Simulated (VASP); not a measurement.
# CuAu3 (Pm-3m) in VASP: notebook

The runs below take CuAu3 through single point, relaxation of cell and atoms, with LDA.

Everything below comes from runs of VASP 6.6.1. Logs are shortened: lines on timing, memory, paths and dates and some standing lists are left out, and cuts for length are marked.

## (1) The cell of the first run

It takes space group Pm-3m (No. 221, cubic). The conventional cell has a = 3.938 Å, b = 3.938 Å, c = 3.938 Å, α = 90.00°, β = 90.00°, γ = 90.00°. Cu (site symmetry m-3m) has 12 Au at 2.78 Å within 3.7 Å. Within 3.7 Å of Au (site symmetry 4/mmm) lie 4 Cu at 2.78 Å and 8 Au at 2.78 Å.

## (2) Single point, LDA

INCAR

```
SYSTEM = CuAu3
PREC     = Accurate       ! precision mode
ENCUT    = 520            ! plane-wave cutoff, eV
EDIFF    = 1E-6           ! SCF threshold, eV
ISMEAR   = -1             ! smearing method
SIGMA    = 0.15           ! smearing width, eV
LREAL    = .FALSE.        ! projectors in reciprocal space
LASPH    = .TRUE.         ! aspherical terms in the spheres
NELM     = 60             ! most SCF steps
ALGO     = Fast           ! electronic algorithm
ISIF     = 2              ! what is computed and relaxed
LWAVE    = .FALSE.        ! write WAVECAR
LCHARG   = .FALSE.        ! write CHGCAR
NBANDS   = 30             ! bands
```

KPOINTS

```
Automatic mesh
0
G
  10 10 10
  0 0 0
```

POSCAR

```
CuAu3
1.0
    3.9379714458      0.0000000000      0.0000000000
    0.0000000000      3.9379714458      0.0000000000
    0.0000000000      0.0000000000      3.9379714458
Cu Au
1 3
Direct
    0.0000000000      0.0000000000      0.0000000000
    0.0000000000      0.5000000000      0.5000000000
    0.5000000000      0.0000000000      0.5000000000
    0.5000000000      0.5000000000      0.0000000000
```

Potentials or basis: VASP PAW LDA potentials, release 64 (Cu, Au).

Run with:

```sh
$ cat potpaw_LDA.64/Cu/POTCAR potpaw_LDA.64/Au/POTCAR > POTCAR
$ mpirun -np 1 vasp_std > vasp.out
```

OUTCAR:

```text
SYSTEM = CuAu3
   PREC = Accurate
   ENCUT = 520
   EDIFF = 1E-6
   ISMEAR = -1
   LREAL = .FALSE.
   LASPH = .TRUE.
   NELM = 60
   ISIF = 2

 ion  position               nearest neighbor table
   1  0.000  0.000  0.000-   2 2.78   3 2.78   4 2.78   2 2.78   3 2.78   2 2.78   4 2.78   2 2.78
                             3 2.78   4 2.78   3 2.78   4 2.78
   2  0.000  0.500  0.500-   1 2.78   3 2.78   4 2.78   1 2.78   4 2.78   1 2.78   3 2.78   1 2.78
                             3 2.78   4 2.78   4 2.78   3 2.78
   3  0.500  0.000  0.500-   1 2.78   2 2.78   4 2.78   1 2.78   4 2.78   2 2.78   4 2.78   4 2.78
                             1 2.78   2 2.78   1 2.78   2 2.78
   4  0.500  0.500  0.000-   1 2.78   2 2.78   3 2.78   2 2.78   3 2.78   1 2.78   3 2.78   3 2.78
                             1 2.78   2 2.78   2 2.78   1 2.78

  LATTYP: Found a simple cubic cell.
 ALAT       =     3.9379714458

  Lattice vectors:

 A1 = (   3.9379714458,   0.0000000000,   0.0000000000)
 A2 = (   0.0000000000,   3.9379714458,   0.0000000000)
 A3 = (   0.0000000000,   0.0000000000,   3.9379714458)

Analysis of symmetry for initial positions (statically):
=====================================================================
 Subroutine PRICEL returns:
 Original cell was already a primitive cell.

 Routine SETGRP: Setting up the symmetry group for a
 simple cubic supercell.

 Subroutine GETGRP returns: Found 48 space group operations
 (whereof 48 operations were pure point group operations)
 out of a pool of 48 trial point group operations.

The static configuration has the point symmetry O_h .

Analysis of symmetry for dynamics (positions and initial velocities):
=====================================================================
 Subroutine PRICEL returns:
 Original cell was already a primitive cell.

 Routine SETGRP: Setting up the symmetry group for a
 simple cubic supercell.

 Subroutine GETGRP returns: Found 48 space group operations
 (whereof 48 operations were pure point group operations)
 out of a pool of 48 trial point group operations.

The dynamic configuration has the point symmetry O_h .

 Subroutine INISYM returns: Found 48 space group operations
 (whereof 48 operations are pure point group operations),
 and found     1 'primitive' translations

----------------------------------------------------------------------------------------

                                     Primitive cell

  volume of cell :      61.0686

  direct lattice vectors                    reciprocal lattice vectors
     3.937971446  0.000000000  0.000000000     0.253937849  0.000000000  0.000000000
     0.000000000  3.937971446  0.000000000     0.000000000  0.253937849  0.000000000
     0.000000000  0.000000000  3.937971446     0.000000000  0.000000000  0.253937849

  length of vectors
     3.937971446  3.937971446  3.937971446     0.253937849  0.253937849  0.253937849

  position of ions in fractional coordinates (direct lattice)
     0.000000000  0.000000000  0.000000000
     0.000000000  0.500000000  0.500000000
     0.500000000  0.000000000  0.500000000
     0.500000000  0.500000000  0.000000000

  ion indices of the primitive-cell ions
   primitive index   ion index
                 1           1
                 2           2
                 3           3
                 4           4

----------------------------------------------------------------------------------------

 KPOINTS: Automatic mesh

Automatic generation of k-mesh.
 Grid dimensions read from file:
 generate k-points for:   10   10   10

 Generating k-lattice:

  Cartesian coordinates                     Fractional coordinates (reciprocal lattice)
     0.025393785  0.000000000  0.000000000     0.100000000  0.000000000  0.000000000
     0.000000000  0.025393785  0.000000000     0.000000000  0.100000000  0.000000000
     0.000000000  0.000000000  0.025393785     0.000000000  0.000000000  0.100000000

  Length of vectors
     0.025393785  0.025393785  0.025393785

  Shift w.r.t. Gamma in fractional coordinates (k-lattice)
     0.000000000  0.000000000  0.000000000

 Subroutine IBZKPT returns following result:
 ===========================================

 Found     56 irreducible k-points:

 Following reciprocal coordinates:
            Coordinates               Weight
  0.000000  0.000000  0.000000      1.000000
  0.100000  0.000000  0.000000      6.000000
  0.200000  0.000000  0.000000      6.000000
  0.300000  0.000000  0.000000      6.000000
  0.400000  0.000000  0.000000      6.000000
  0.500000  0.000000  0.000000      3.000000
[... 16 lines left out ...]
  0.200000  0.100000  0.100000     24.000000
  0.300000  0.100000  0.100000     24.000000
 [... further k-points ...]
   k-points           NKPTS =     56   k-points in BZ     NKDIM =     56   number of bands    NBANDS=     30
   number of dos      NEDOS =    301   number of ions     NIONS =      4
   total plane-waves  NPLWV =  27000
   dimension x,y,z NGX =    30 NGY =   30 NGZ =   30
   dimension x,y,z NGXF=    60 NGYF=   60 NGZF=   60
   ions per type =               1   3
   NGX,Y,Z   is equivalent  to a cutoff of  12.66, 12.66, 12.66 a.u.
   NGXF,Y,Z  is equivalent  to a cutoff of  25.33, 25.33, 25.33 a.u.
 SYSTEM =  CuAu3
   PREC   = accura    normal or accurate (medium, high low for compatibility)
   ISTART =      0    job   : 0-new  1-cont  2-samecut
   ICHARG =      2    charge: 1-file 2-atom 10-const
   ISPIN  =      1    spin polarized calculation?
   LNONCOLLINEAR =      F non collinear calculations
   LSORBIT =      F    spin-orbit coupling
   LASPH  =      T    aspherical Exc in radial PAW
   ENCUT  =  520.0 eV  38.22 Ry    6.18 a.u.   7.32  7.32  7.32*2*pi/ulx,y,z
   NELM   =     60;   NELMIN=  2; NELMDL= -5     # of ELM steps
   EDIFF  = 0.1E-05   stopping-criterion for ELM
   LREAL  =      F    real-space projection
   EDIFFG = 0.1E-04   stopping-criterion for IOM
   NSW    =      0    number of steps for IOM
   IBRION =     -1    ionic relax: 0-MD 1-quasi-New 2-CG
   NFREE  =      0    steps in history (QN), initial steepest desc. (CG)
   ISIF   =      2    stress and relaxation
   ISYM   =      2    0-nonsym 1-usesym 2-fastsym
   POTIM  = 0.5000    time-step for ionic-motion
   TEBEG  =    0.0;   TEEND  =   0.0 temperature during run
   PSTRESS=    0.0 pullay stress
   NELECT =      44.0000    total number of electrons
   NUPDOWN=      -1.0000    fix difference up-down
   EMIN   =  10.00;   EMAX   =-10.00  energy-range for DOS
   EFERMI =   0.00;   METHOD = LEGACY
   ISMEAR =    -1;   SIGMA  =   0.15  broadening in eV -4-tet -1-fermi 0-gaus
   EFERMI_NEDOS =   21; number of points for ismear=-14 and -15
   IALGO  =     68    algorithm
   IMIX   =      4    mixing-type and parameters
     AMIX     =   0.40;   BMIX     =  1.00
     AMIX_MAG =   1.60;   BMIX_MAG =  1.00
  volume/ion in A,a.u.               =      15.27       103.03
  Fermi-wavevector in a.u.,A,eV,Ry     =   1.467641  2.773439 29.306541  2.153970
  Thomas-Fermi vector in A             =   2.583234
   LORBIT       =      0    0 simple, 1 ext, 2 COOP (PROOUT), +10 PAW based schemes
   GGA     = CA    functional components
   LHFCALC =     F    Hartree Fock is set to
   AEXX    =    0.0000 exact exchange contribution
   IVDW    =     0    specifies the selected vdW correction
   LEPSILON=     F    determine dielectric tensor
   LRPA    =     F    only Hartree local field effects (RPA)
 non-spin polarized calculation
 RMM-DIIS sequential band-by-band and
  energy-cutoff  :      520.00
  volume of cell :       61.07
 maximum number of plane-waves:      1667
 NGX is ok and might be reduce to    30
   NGX = 15   NGY = 15   NGZ = 15

 number of electron      44.0000039 magnetization

 Free energy of the ion-electron system (eV)
  ---------------------------------------------------
  ext. energy  EPLUGINS =         0.00000000
  ---------------------------------------------------
  free energy    TOTEN  =       -18.16836964 eV

  energy without entropy =      -18.08854553  energy(sigma->0) =      -18.12845758

 E-fermi :   9.5551     XC(G=0): -13.1731

 val. band max:        9.5373532483   @ k =   0.4000   0.4000   0.4000
 cond. band min:       9.5622791694   @ k =   0.4000   0.4000   0.3000
 fundamental gap:      0.0249259211
 Fermi energy:         9.5551284381

 k-point     1 :       0.0000    0.0000    0.0000
  band No.  band energies     occupation
      1      -0.7622      2.00000
      2       1.7023      2.00000
      3       2.5620      2.00000
      4       2.5620      2.00000
      5       2.5620      2.00000
      6       2.6906      2.00000
[... 22 lines left out ...]
     29      19.3227      0.00000
     30      19.3227      0.00000

 k-point     2 :       0.1000    0.0000    0.0000
  band No.  band energies     occupation
      1      -0.6402      2.00000
      2       1.7774      2.00000
      3       2.5960      2.00000
      4       2.6276      2.00000
      5       2.6276      2.00000
      6       2.7118      2.00000
[... 22 lines left out ...]
     29      19.3507      0.00000
     30      19.3887      0.00000

 k-point     3 :       0.2000    0.0000    0.0000
  band No.  band energies     occupation
      1      -0.2831      2.00000
      2       1.9888      2.00000
      3       2.6916      2.00000
      4       2.7608      2.00000
      5       2.8221      2.00000
      6       2.8221      2.00000
[... 22 lines left out ...]
     29      19.0626      0.00000
     30      19.5823      0.00000

 k-point     4 :       0.3000    0.0000    0.0000
  band No.  band energies     occupation
      1       0.2763      2.00000
      2       2.2824      2.00000
      3       2.7924      2.00000
      4       2.8270      2.00000
      5       3.1375      2.00000
      6       3.1375      2.00000
[... 616 lines left out ...]
     29      19.3908      0.00000
     30      19.3908      0.00000

 k-point    23 :       0.2000    0.1000    0.1000
  band No.  band energies     occupation
      1      -0.0579      2.00000
      2       2.1314      2.00000
      3       2.7624      2.00000
      4       2.8310      2.00000
      5       2.8741      2.00000
      6       3.0198      2.00000
[... 22 lines left out ...]
     29      18.7971      0.00000
     30      20.1927      0.00000

 k-point    24 :       0.3000    0.1000    0.1000
  band No.  band energies     occupation
      1       0.4823      2.00000
      2       2.4210      2.00000
      3       2.8766      2.00000
      4       2.9362      2.00000
      5       3.1573      2.00000
      6       3.2499      2.00000
[... 22 lines left out ...]
     29      19.8995      0.00000
     30      20.5643      0.00000

 [... further k-points ...]
[... 5 lines left out ...]
  --------------------------------------------------------------------------------------
  -------------------------------------------------------------------------------------
  Total        0.2127904      0.2127904      0.2127904     -0.0000000      0.0000000     -0.0000000
  in kB        5.5827095      5.5827095      5.5827095     -0.0000000      0.0000000     -0.0000000
  external PRESSURE =       5.5827095 kB  Pullay stress =       0.0000000 kB

 VOLUME and BASIS-vectors are now :
 -----------------------------------------------------------------------------
  energy-cutoff  :      520.00
  volume of cell :       61.07
      direct lattice vectors                 reciprocal lattice vectors
     3.937971446  0.000000000  0.000000000     0.253937849  0.000000000  0.000000000
     0.000000000  3.937971446  0.000000000     0.000000000  0.253937849  0.000000000
     0.000000000  0.000000000  3.937971446     0.000000000  0.000000000  0.253937849

 POSITION                                       TOTAL-FORCE (eV/Angst)
 -----------------------------------------------------------------------------------
      0.00000      0.00000      0.00000         0.000000      0.000000      0.000000
      0.00000      1.96899      1.96899         0.000000      0.000000      0.000000
      1.96899      0.00000      1.96899         0.000000      0.000000      0.000000
      1.96899      1.96899      0.00000         0.000000      0.000000      0.000000
 -----------------------------------------------------------------------------------
    total drift:                                0.000000      0.000000     -0.000000

  FREE ENERGIE OF THE ION-ELECTRON SYSTEM (eV)
  ---------------------------------------------------
  free  energy   TOTEN  =       -18.1683696355 eV

  energy  without entropy=      -18.0885455289  energy(sigma->0) =      -18.12845758
```

Wall time 2.4 min (1 thread of Intel Xeon Platinum 8488C (Sapphire Rapids), shared host); peak memory 0.21 GiB.

Results:

| Property | Result |
| --- | --- |
| Free energy | -18.1684 eV |
| Pressure | 0.6 GPa |
| Band gap on the k mesh | zero (band 22 reaches 10.55 eV, above the bottom of band 23 at 8.34 eV) |

Levels at points of the mesh, in eV from the Fermi level:
```csv
k point,band 19,band 20,band 21,band 22,band 23,band 24,band 25,band 26
"(0.00, 0.00, 0.00)",-1.55,-1.55,-1.55,0.89,0.89,0.89,6.21,6.21
"(0.50, 0.00, 0.00)",-2.29,-2.05,-1.56,-1.54,5.32,5.81,6.01,6.01
"(0.50, 0.50, 0.00)",-2.33,-2.33,-0.81,-0.21,-0.02,-0.02,8.44,9.09
"(0.50, 0.50, 0.50)",-1.72,-1.72,-1.27,-1.22,-1.22,-1.22,3.16,3.16
```

Caveat: spin-orbit coupling is left out, which moves the levels of the heavy elements.

## (3) Relaxation of cell and atoms, LDA

INCAR

```
SYSTEM = CuAu3
ALGO     = Fast           ! electronic algorithm
EDIFF    = 1E-7           ! SCF threshold, eV
EDIFFG   = -0.001         ! ionic threshold
ENCUT    = 600            ! plane-wave cutoff, eV
GGA      = CA             ! functional
IBRION   = 2              ! ionic algorithm
ISIF     = 3              ! what is computed and relaxed
ISMEAR   = -1             ! smearing method
LASPH    = .True.         ! aspherical terms in the spheres
LCHARG   = .False.        ! write CHGCAR
LREAL    = .False.        ! projectors in reciprocal space
LWAVE    = .False.        ! write WAVECAR
NELM     = 60             ! most SCF steps
NSW      = 80             ! ionic steps
PREC     = Accurate       ! precision mode
SIGMA    = 0.15           ! smearing width, eV
```

KPOINTS

```
k-points
0
Gamma
  10 10 10
  0 0 0
```

POSCAR

```
CuAu3
1.0
    3.9368940032      0.0000000000      0.0000000000
    0.0000000000      3.9368940032      0.0000000000
    0.0000000000      0.0000000000      3.9368940032
Cu Au
1 3
Direct
    0.0000000000      0.0000000000      0.0000000000
    0.0000000000      0.5000000000      0.5000000000
    0.5000000000      0.0000000000      0.5000000000
    0.5000000000      0.5000000000      0.0000000000
```

Potentials or basis: VASP PAW LDA potentials, release 64 (Cu, Au).

Run with:

```sh
$ cat potpaw_LDA.64/Cu/POTCAR potpaw_LDA.64/Au/POTCAR > POTCAR
$ mpirun -np 1 vasp_std > vasp.out
```

It took 4.8 min on 1 thread of Intel Xeon Platinum 8488C (Sapphire Rapids), shared host; peak memory 0.24 GiB.

It converged, with:

* Free energy: -18.1686 eV
* Relaxed volume: 15.32 Å³/atom
* Relaxed cell: a = 3.942 Å, b = 3.942 Å, c = 3.942 Å, α = 90.00°, β = 90.00°, γ = 90.00°
* Space group after relaxing (to 0.05 Å): Pm-3m (No. 221)
* Energy gained by relaxing: 0.2 meV/atom
* Ionic steps: 3
* Pressure after relaxing: 0.0 GPa
* Band gap on the k mesh: zero (band 22 reaches 10.50 eV, above the bottom of band 23 at 8.30 eV)

Step by step:
| step | energy change (eV) | largest force (eV/Å) | pressure (GPa) | volume (Å³) |
| --- | --- | --- | --- | --- |
| 1 | 0.0000 | 0.0000 | 0.83 | 61.02 |
| 2 | 0.0013 | 0.0000 | -1.38 | 61.72 |
| 3 | -0.0006 | 0.0000 | 0.00 | 61.27 |

Final structure:
```
CELL_PARAMETERS angstrom
3.94238 0.00000 0.00000
0.00000 3.94238 0.00000
0.00000 0.00000 3.94238
ATOMIC_POSITIONS crystal
Cu 0.00000 0.00000 0.00000
Au 0.00000 0.50000 0.50000
Au 0.50000 0.00000 0.50000
Au 0.50000 0.50000 0.00000
```

Levels at points of the mesh, in eV from the Fermi level:
```csv
k point,band 20,band 21,band 22,band 23,band 24,band 25
"(0.00, 0.00, 0.00)",-1.55,-1.55,0.90,0.90,0.90,6.18
"(0.50, 0.00, 0.00)",-2.04,-1.56,-1.54,5.30,5.79,6.00
"(0.50, 0.50, 0.00)",-2.32,-0.81,-0.21,-0.03,-0.03,8.43
"(0.50, 0.50, 0.50)",-1.72,-1.26,-1.20,-1.20,-1.20,3.15
```

Caveat: spin-orbit coupling is left out, which moves the levels of the heavy elements.
